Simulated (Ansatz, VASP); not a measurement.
# CaO: VASP beside Ansatz

Contents of INCAR:

```
  PREC = Accurate
  ENCUT = 520
  EDIFF = 1E-6
  ISMEAR = -1
  SIGMA = 0.02
  LREAL = F
  LASPH = T
  NELM = 100
  ALGO = Normal
  ISIF = 2
  LWAVE = F
  LCHARG = F
  GGA = PE
  NBANDS = 15
```

KPOINTS

```
regular mesh
0
Gamma
  10 10 10
```

The input POSCAR:

```
CaO
1.0
   -0.0079918338      2.3895582928      2.3895582928
    2.3895582928     -0.0079918338      2.3895582928
    2.3895582928      2.3895582928     -0.0079918338
Ca O
1 1
Direct
    0.0000000000      0.0000000000      0.0000000000
    0.5000000000      0.5000000000      0.5000000000
```

Input for Ansatz:

```yaml
crystal:
  lattice:
    - [-0.0079918338, 2.3895582928, 2.3895582928]
    - [2.3895582928, -0.0079918338, 2.3895582928]
    - [2.3895582928, 2.3895582928, -0.0079918338]
  atoms:
    - { symbol: Ca, position: [0.0, 0.0, 0.0] }
    - { symbol: O, position: [0.5, 0.5, 0.5] }
kpoints:
  mp_grid: { grid: [10, 10, 10] }
  band_path:
    path:
      - [0.0, 0.0, 0.0]
      - [0.5, 0.0, 0.5]
      - [0.625, 0.25, 0.625]
      - [0.375, 0.375, 0.75]
      - [0.5, 0.5, 0.5]
      - [0.5, 0.25, 0.75]
    npoints: 1
hamiltonian:
  xc: pbe
scf:
  occupations: { method: fermi_dirac, width: 0.02 }
  n_extra_bands: 4
output:
  forces: true
  stress: true
  eigenvalues: true
```

Change from the starting cell: shear_111 strain -0.5%.

Alike in both runs: task single point; functional PBE; k mesh 10 × 10 × 10; occupations fermi-dirac, width 0.02 eV; no spin polarisation.

|  | VASP | Ansatz |
| --- | --- | --- |
| version | VASP 6.6.1 | Ansatz 0.2.0 |
| potentials or method | VASP PAW PBE potentials, release 64 (Ca_sv, O) | plane waves, PAW |
| plane-wave cutoff (eV) | 520 | 420 |
| valence electrons in the cell | 16 | 16 |

Ansatz gave:

```
gap on the k mesh at the Fermi level (eV)                     : 3.64
pressure (GPa)                                                : 3.1
traceless stress, the component that is largest in VASP (GPa) : 0.25
```

Task: Which values does VASP return?

Result: gap on the k mesh at the Fermi level (eV): 3.62; pressure (GPa): 3.7; traceless stress, the component that is largest in VASP (GPa): 0.25.
